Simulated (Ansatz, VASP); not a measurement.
# One calculation of AlSe4, two programs

Contents of INCAR:

```
ALGO     = Normal         # electronic algorithm
EDIFF    = 1E-6           # SCF threshold, eV
EDIFFG   = -0.01          # ionic threshold
ENCUT    = 600            # plane-wave cutoff, eV
GGA      = PE             # functional
IBRION   = 2              # ionic algorithm
ISIF     = 3              # what is computed and relaxed
ISMEAR   = 0              # smearing method
IVDW     = 12             # dispersion correction
LASPH    = T              # aspherical terms in the spheres
LCHARG   = F              # write CHGCAR
LREAL    = F              # projectors in reciprocal space
LWAVE    = F              # write WAVECAR
NELM     = 100            # most SCF steps
NSW      = 100            # ionic steps
PREC     = Accurate       # precision mode
SIGMA    = 0.1            # smearing width, eV
```

The input KPOINTS:

```
k-points
0
Gamma
  10 10 6
```

Contents of POSCAR:

```
AlSe4
1.0
    3.9826566380      0.0000000000      0.0000000000
    0.0000000000      3.9826566380      0.0000000000
    0.0000000000      0.0000000000      7.2727857672
Al Se
1 4
Direct
    0.5000000000      0.5000000000      0.0000000000
    0.0000000000      0.5000000000      0.7516794950
    0.5000000000      0.0000000000      0.7516794950
    0.0000000000      0.5000000000      0.2483205050
    0.5000000000      0.0000000000      0.2483205050
```

Input for Ansatz:

```yaml
crystal:
  lattice:
    - [3.982656638, 0.0, 0.0]
    - [0.0, 3.982656638, 0.0]
    - [0.0, 0.0, 7.2727857672]
  atoms:
    - { symbol: Al, position: [0.5, 0.5, 0.0] }
    - { symbol: Se, position: [0.0, 0.5, 0.751679495] }
    - { symbol: Se, position: [0.5, 0.0, 0.751679495] }
    - { symbol: Se, position: [0.0, 0.5, 0.248320505] }
    - { symbol: Se, position: [0.5, 0.0, 0.248320505] }
basis:
  ecutwfc: 420
kpoints:
  mp_grid: { grid: [10, 10, 6] }
hamiltonian:
  xc: pbe
  dispersion: d3bj
scf:
  occupations: { method: gaussian, width: 0.1 }
output:
  forces: true
  stress: true
  eigenvalues: true
relax:
  adjacent_minimum: "off"
  f_tol: 0.01
  max_steps: 80
  cell: { stress_tol: 0.05 }
```

Alike in both runs: task relaxation of cell and atoms; functional PBE; dispersion D3(BJ); k mesh 10 × 10 × 6; occupations gaussian, width 0.1 eV; no spin polarisation.

```csv
,VASP,Ansatz
version,VASP 6.6.1,Ansatz 0.2.0
potentials or method,"VASP PAW PBE potentials, release 64 (Al, Se), cutoff 600 eV","scalar-relativistic, plane waves, PAW"
valence electrons in the cell,27,67
```

VASP gave:

* gap on the k mesh at the Fermi level, each at its own relaxed structure (eV): none
* relaxed volume (Å³/atom): 22.85
* relaxed cell length with the largest relative difference (Å): 3.990

Estimate Ansatz's values.

gap on the k mesh at the Fermi level, each at its own relaxed structure (eV): none; relaxed volume (Å³/atom): 22.83; relaxed cell length with the largest relative difference (Å): 3.990.

A gap of «none» marks a metal or a gap that the smearing closes. VASP's potentials hold 27 valence electrons a cell and Ansatz's 67, so a difference there can come from the potentials and not from the codes.
